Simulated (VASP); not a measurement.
# TiAl (Cmmm) in VASP: a series of runs, part 2 of 2

VASP 6.6.1. Earlier steps stand in the parts before.

## (3) Single point, PBEsol (strain +0.0050 x Voigt [0, 0, 0, 1, 0, 0])

INCAR reads:

```
SYSTEM = TiAl
  ALGO = Fast
  EDIFF = 1E-6
  ENCUT = 520
  GGA = PS
  ISIF = 2
  ISMEAR = 0
  LASPH = .True.
  LCHARG = .False.
  LREAL = .False.
  LWAVE = .False.
  NBANDS = 14
  NELM = 100
  PREC = Accurate
  SIGMA = 0.15
```

KPOINTS reads:

```
k-points
0
Gamma
  20 20 20
  0 0 0
```

POSCAR reads:

```
TiAl
1.0
    3.1564740774      0.0000000000      0.0000000000
    0.0000000000      3.1564740774      0.0078911852
    0.0000000000      0.0078911852      3.1564740774
Ti Al
1 1
Direct
    0.0000000000      0.0000000000      0.0000000000
    0.5000000000      0.5000000000      0.5000000000
```

Potentials or basis: VASP PAW PBE potentials, release 64 (Ti_sv, Al).

The run is started by

```console
> cat potpaw_PBE.64/Ti_sv/POTCAR potpaw_PBE.64/Al/POTCAR > POTCAR
> mpirun -np 1 vasp_std > vasp.out
```

OUTCAR:

```text
SYSTEM = TiAl
   EDIFF = 1E-6
   ENCUT = 520
   GGA = PS
   ISIF = 2
   ISMEAR = 0
   LASPH = .True.
   LREAL = .False.
   NELM = 100
   PREC = Accurate

 ion  position               nearest neighbor table
   1  0.000  0.000  0.000-   2 2.73   2 2.73   2 2.73   2 2.73   2 2.74   2 2.74   2 2.74   2 2.74

   2  0.500  0.500  0.500-   1 2.73   1 2.73   1 2.73   1 2.73   1 2.74   1 2.74   1 2.74   1 2.74

  LATTYP: Found a base centered orthorhombic cell.
 ALAT       =     4.4527686284
 B/A-ratio  =     1.0050125313
 C/A-ratio  =     0.7088789786

  Lattice vectors:

 A1 = (   0.0000000000,  -0.0078911852,  -3.1564740774)
 A2 = (   0.0000000000,   3.1564740774,   0.0078911852)
 A3 = (   3.1564740774,   0.0000000000,   0.0000000000)

Analysis of symmetry for initial positions (statically):
=====================================================================
 Subroutine PRICEL returns:
 Original cell was already a primitive cell.

 Routine SETGRP: Setting up the symmetry group for a
 base centered orthorhombic supercell.

 Subroutine GETGRP returns: Found  8 space group operations
 (whereof  8 operations were pure point group operations)
 out of a pool of  8 trial point group operations.

The static configuration has the point symmetry D_2h.

Analysis of symmetry for dynamics (positions and initial velocities):
=====================================================================
 Subroutine PRICEL returns:
 Original cell was already a primitive cell.

 Routine SETGRP: Setting up the symmetry group for a
 base centered orthorhombic supercell.

 Subroutine GETGRP returns: Found  8 space group operations
 (whereof  8 operations were pure point group operations)
 out of a pool of  8 trial point group operations.

The dynamic configuration has the point symmetry D_2h.

 Subroutine INISYM returns: Found  8 space group operations
 (whereof  8 operations are pure point group operations),
 and found     1 'primitive' translations

[... 122 lines left out ...]
   IVDW    =     0    specifies the selected vdW correction
   LEPSILON=     F    determine dielectric tensor
   LRPA    =     F    only Hartree local field effects (RPA)
 non-spin polarized calculation
 RMM-DIIS sequential band-by-band and
 Gauss-broadening in eV      SIGMA  =   0.15
  energy-cutoff  :      520.00
  volume of cell :       31.45
 maximum number of plane-waves:       872
 NGX is ok and might be reduce to    24
   NGX = 11   NGY = 11   NGZ = 11

 number of electron      14.9999993 magnetization

 Free energy of the ion-electron system (eV)
  ---------------------------------------------------
  ext. energy  EPLUGINS =         0.00000000
  ---------------------------------------------------
  free energy    TOTEN  =       -12.98080151 eV

  energy without entropy =      -12.95351845  energy(sigma->0) =      -12.96715998

 E-fermi :   8.9028     XC(G=0): -11.2828

 val. band max:        8.9017170524   @ k =   0.2000   0.3500   0.1000
 cond. band min:       8.9030166383   @ k =   0.3500   0.3000   0.2000
 fundamental gap:      0.0012995859
 Fermi energy:         8.9028115525

 k-point     1 :       0.0000    0.0000    0.0000
  band No.  band energies     occupation
      1     -47.7167      2.00000
      2     -24.0192      2.00000
      3     -24.0169      2.00000
      4     -24.0146      2.00000
      5      -0.4488      2.00000
      6       7.4171      2.00000
      7       7.4172      2.00000
      8      10.7305      0.00000
      9      10.7406      0.00000
     10      10.7512      0.00000
     11      13.4171      0.00000
     12      13.4248      0.00000
     13      13.4329      0.00000
     14      17.8713      0.00000
[... 377 lines left out ...]
      1     -47.7147      2.00000
      2     -24.0350      2.00000
      3     -24.0199      2.00000
      4     -24.0147      2.00000
      5      -0.2461      2.00000
      6       7.3446      2.00000
      7       7.4817      2.00000
      8      10.3871      0.00000
      9      10.4630      0.00000
     10      10.7110      0.00000
     11      12.9031      0.00000
     12      13.6251      0.00000
     13      13.9039      0.00000
     14      17.7542      0.00000

 [... further k-points ...]

------------------------ aborting loop because EDIFF is reached ----------------------------------------

  FORCE on cell =-STRESS in cart. coord.  units (eV):
  Direction    XX          YY          ZZ          XY          YZ          ZX
  --------------------------------------------------------------------------------------
  -------------------------------------------------------------------------------------
  Total        0.0145399      0.0137268      0.0137268      0.0000000     -0.0726543      0.0000000
  in kB        0.7407457      0.6993222      0.6993222      0.0000000     -3.7014147      0.0000000
  external PRESSURE =       0.7131300 kB  Pullay stress =       0.0000000 kB

 VOLUME and BASIS-vectors are now :
 -----------------------------------------------------------------------------
  energy-cutoff  :      520.00
  volume of cell :       31.45
      direct lattice vectors                 reciprocal lattice vectors
     3.156474077  0.000000000  0.000000000     0.316809191  0.000000000  0.000000000
     0.000000000  3.156474077  0.007891185     0.000000000  0.316811171 -0.000792028
     0.000000000  0.007891185  3.156474077     0.000000000 -0.000792028  0.316811171

 POSITION                                       TOTAL-FORCE (eV/Angst)
 -----------------------------------------------------------------------------------
      0.00000      0.00000      0.00000         0.000000      0.000000      0.000000
      1.57824      1.58218      1.58218         0.000000     -0.000000      0.000000
 -----------------------------------------------------------------------------------
    total drift:                                0.000000      0.000000      0.000000

  FREE ENERGIE OF THE ION-ELECTRON SYSTEM (eV)
  ---------------------------------------------------
  free  energy   TOTEN  =       -12.9808015057 eV

  energy  without entropy=      -12.9535184540  energy(sigma->0) =      -12.96715998
```

stdout:

```text
POSCAR found type information on POSCAR TiAl
 POSCAR found :  2 types and       2 ions
 scaLAPACK will be used
 -----------------------------------------------------------------------------
|                                                                             |
|                                                                             |
[... 32 lines left out ...]
WARNING in EDDRMM: call to ZHEGV failed, returncode =   6  3      8
WARNING in EDDRMM: call to ZHEGV failed, returncode =   8  4      6
WARNING in EDDRMM: call to ZHEGV failed, returncode =   6  3      5
WARNING in EDDRMM: call to ZHEGV failed, returncode =   6  3      5
WARNING in EDDRMM: call to ZHEGV failed, returncode =   6  3      5
WARNING in EDDRMM: call to ZHEGV failed, returncode =   6  3      8
WARNING in EDDRMM: call to ZHEGV failed, returncode =   8  4      4
WARNING in EDDRMM: call to ZHEGV failed, returncode =   6  3      3
```

Run time: 5.7 min. Hardware: 1 thread of Intel Xeon Platinum 8488C (Sapphire Rapids), shared host; peak memory 0.62 GiB.

Results:

* Free energy: -12.9808 eV
* Pressure: 0.1 GPa
* Band gap on the k mesh: zero (an odd number of electrons rules out a gap without spin polarisation)

Caveat: the cell differs from its parent crystal (strain +0.0050 x Voigt [0, 0, 0, 1, 0, 0]); the PAW data sets were made with another functional, which shifts forces and pressure a little.

## (4) Single point, PBEsol

INCAR reads:

```
SYSTEM = TiAl
PREC = Accurate
ENCUT = 500
EDIFF = 1E-6
ISMEAR = 0
SIGMA = 0.15
LREAL = .False.
LASPH = .True.
NELM = 120
ALGO = Normal
ISIF = 2
LWAVE = .False.
LCHARG = .False.
GGA = PS
NBANDS = 14
GGA_COMPAT = .False.
```

KPOINTS reads:

```
Automatic mesh
0
Gamma
  20 20 20
  0 0 0
```

POSCAR reads:

```
TiAl
1.0
    3.1564740774      0.0000000000      0.0000000000
    0.0000000000      3.1564740774      0.0473471112
    0.0000000000      0.0473471112      3.1564740774
Ti Al
1 1
Direct
    0.0000000000      0.0000000000      0.0000000000
    0.5000000000      0.5000000000      0.5000000000
```

The run is started by

```console
> cat potpaw_PBE.64/Ti_sv/POTCAR potpaw_PBE.64/Al/POTCAR > POTCAR
> mpirun -np 1 vasp_std > vasp.out
```

Run time: 6.2 min. Hardware: 1 thread of Oxide Virtual Turin-like, shared host; peak memory 0.54 GiB.

The run converged. Its results:

| Item | Value |
| --- | --- |
| Free energy | -12.9743 eV |
| Pressure | 0.1 GPa |
| Band gap on the k mesh | zero (an odd number of electrons rules out a gap without spin polarisation) |

Stress tensor (GPa, compression positive):
```
 0.21  0.00  0.00
 0.00  0.06 -2.25
 0.00 -2.25  0.06
```

Levels at points of the mesh, in eV from the Fermi level:
```
           k point  band 3  band 4  band 5  band 6  band 7  band 8  band 9  band 10  band 11  band 12
(0.00, 0.00, 0.00)  -32.91  -32.90   -9.34   -1.48   -1.47    1.78    1.83     1.91     4.49     4.53
(0.50, 0.00, 0.00)  -32.91  -32.88   -6.03   -5.24   -0.56    0.04    0.26     2.05     3.11     6.58
(0.00, 0.50, 0.00)  -32.90  -32.90   -6.03   -5.24   -0.58    0.14    0.16     2.06     3.11     6.55
(0.50, 0.50, 0.00)  -33.07  -32.88   -5.05   -2.08   -2.08   -1.50    0.71     0.71     2.84     4.84
(0.00, 0.50, 0.50)  -33.07  -32.88   -5.06   -2.26   -1.90   -1.50    0.70     0.72     2.84     4.76
(0.50, 0.50, 0.50)  -33.05  -33.04   -3.21   -3.15   -3.09    0.77    2.78     2.90     2.91     3.01
```

Caveat: the PAW data sets were made with another functional, which shifts forces and pressure a little.

## (5) Overview

```tsv
cell	cutoff (eV)	gap on the mesh (eV)	pressure (GPa)
a = 3.156 Å, angles 89.1, 90.0, 90.0°, 2 atoms	520	none	0.1
a = 3.156 Å, angles 89.7, 90.0, 90.0°, 2 atoms	520	none	0.1
a = 3.156 Å, angles 88.3, 90.0, 90.0°, 2 atoms	500	none	0.1
```

Alike in all rows: task single point; level PBEsol; potentials or basis VASP PAW PBE potentials, release 64 (Ti_sv, Al); no spin polarisation; k mesh 20 × 20 × 20; smearing gaussian 0.15 eV.

Caveats: the PAW data sets were made with another functional, which shifts forces and pressure a little.

Total energies depend on the potentials used, so only differences within one code and one set of settings carry meaning.
